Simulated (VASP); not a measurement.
A run of VASP 6.6.1:

File INCAR:

```
ALGO = Normal ; EDIFF = 1E-7
ENCUT = 520 ; GGA = PE
ISIF = 2 ; ISMEAR = 0
LASPH = True ; LCHARG = True
LELF = True ; LREAL = False
LVHAR = True ; LWAVE = False
NBANDS = 14 ; NELM = 60
PREC = Accurate ; SIGMA = 0.05
```

The input KPOINTS:

```
k-points
0
Gamma
  8 8 8
```

File POSCAR:

```
NaF
1.0
    0.0000000000      2.2652175000      2.2652175000
    2.2652175000      0.0000000000      2.2652175000
    2.2652175000      2.2652175000      0.0000000000
Na F
1 1
Direct
    0.0000000000      0.0000000000      0.0000000000
    0.5000000000      0.5000000000      0.5000000000
```

Potentials or basis: VASP PAW PBE potentials, release 64 (Na_pv, F).

Command:

```console
$ cat potpaw_PBE.64/Na_pv/POTCAR potpaw_PBE.64/F/POTCAR > POTCAR
$ mpirun -np 1 vasp_std > vasp.out
```

Hardware: 1 thread of Intel(R) Xeon(R) Platinum 8259CL CPU @ 2.50GHz (Skylake/Cascade Lake), with other jobs on the host.

Q: How long does it take, and how much memory?

A: Wall time 5.7 s on 1 thread of Intel(R) Xeon(R) Platinum 8259CL CPU @ 2.50GHz (Skylake/Cascade Lake) (shared host), peak memory 0.13 GiB. Counts: scf iterations 13, k points 29.
